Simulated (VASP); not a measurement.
A run of VASP 6.6.1:

Contents of INCAR:

```
  PREC = Accurate
  ENCUT = 520
  EDIFF = 1E-6
  ISMEAR = 0
  SIGMA = 0.05
  LREAL = False
  LASPH = True
  NELM = 80
  ALGO = Normal
  ISIF = 2
  LWAVE = False
  LCHARG = False
  GGA = PE
  NBANDS = 16
```

KPOINTS

```
regular mesh
0
Gamma
  6 6 6
```

File POSCAR:

```
AlN
1.0
    0.0000000000     -2.2015682416     -2.2015682416
   -2.2015682416      0.0000000000     -2.2015682416
    2.2015682416      2.2015682416     -4.4031364832
Al N
2 2
Direct
   -0.0107768449      0.0335699681     -0.0026527651
    0.5054713147      0.4611245018      0.4973472349
    0.3728304087      0.4125673888      0.8801099938
    0.8873895789      0.8476525987      0.3801099938
```

Potentials or basis: VASP PAW PBE potentials, release 64 (Al, N).

The run is started by

```console
$ cat potpaw_PBE.64/Al/POTCAR potpaw_PBE.64/N/POTCAR > POTCAR
$ mpirun -np 1 vasp_std > vasp.out
```

Hardware: 1 thread of Intel(R) Xeon(R) Platinum 8259CL CPU @ 2.50GHz (Skylake/Cascade Lake), with other jobs on the host.

Q: Estimate the wall time of this run.

A: It took 65 s on 1 thread of Intel(R) Xeon(R) Platinum 8259CL CPU @ 2.50GHz (Skylake/Cascade Lake) (shared host), peak memory 0.19 GiB. Counts: scf iterations 13, k points 112.
